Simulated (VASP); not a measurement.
Wanted: the native input for a VASP 6.6.1 run.

```
Task                   : single point
Functional             : RPBE
Potentials or basis    : VASP PAW PBE potentials, release 64 (Zn, O)
Cutoff                 : 520 eV
k mesh                 : 9 × 9 × 6
Occupations            : gaussian, width 0.02 eV
Spin                   : no spin polarisation
Dipole correction      : no
Further INCAR settings : ALGO = Normal; EDIFF = 1e-06; NBANDS = 26
```

The structure of ZnO (krp) lies in POSCAR:

```
ZnO
1.0
    3.3190179879      0.0000000000      0.0000000000
   -1.6595089939      2.8743538932      0.0000000000
    0.0000000000      0.0000000000      5.3544818787
Zn O
2 2
Direct
    0.3333333333      0.6666666667      0.0018573410
    0.6666666667      0.3333333333      0.5018573410
    0.3333333333      0.6666666667      0.3811426590
    0.6666666667      0.3333333333      0.8811426590
```

These files were run (other wordings do the same):

INCAR

```
ALGO     = Normal         # electronic algorithm
EDIFF    = 1E-6           # SCF threshold, eV
ENCUT    = 520            # plane-wave cutoff, eV
GGA      = RP             # functional
ISIF     = 2              # what is computed and relaxed
ISMEAR   = 0              # smearing method
LASPH    = True           # aspherical terms in the spheres
LCHARG   = True           # write CHGCAR
LELF     = True           # ELF
LREAL    = False          # projectors in reciprocal space
LVHAR    = True         
LWAVE    = False          # write WAVECAR
NBANDS   = 26             # bands
NELM     = 100            # most SCF steps
PREC     = Accurate       # precision mode
SIGMA    = 0.02           # smearing width, eV
```

KPOINTS

```
k-points
0
Gamma
  9 9 6
```

Potentials or basis: VASP PAW PBE potentials, release 64 (Zn, O).

Run with:

```bash
$ cat potpaw_PBE.64/Zn/POTCAR potpaw_PBE.64/O/POTCAR > POTCAR
$ mpirun -np 1 vasp_std > vasp.out
```

It gave:

The pressure is 0.8 GPa and the band gap on the k mesh is 0.77 eV, direct.

Caveat: the PAW data sets were made with another functional, which shifts forces and pressure a little.

Run time: 81 s on 1 thread of Intel(R) Xeon(R) Platinum 8488C (Sapphire Rapids), on a shared host, peak memory 0.2 GiB.
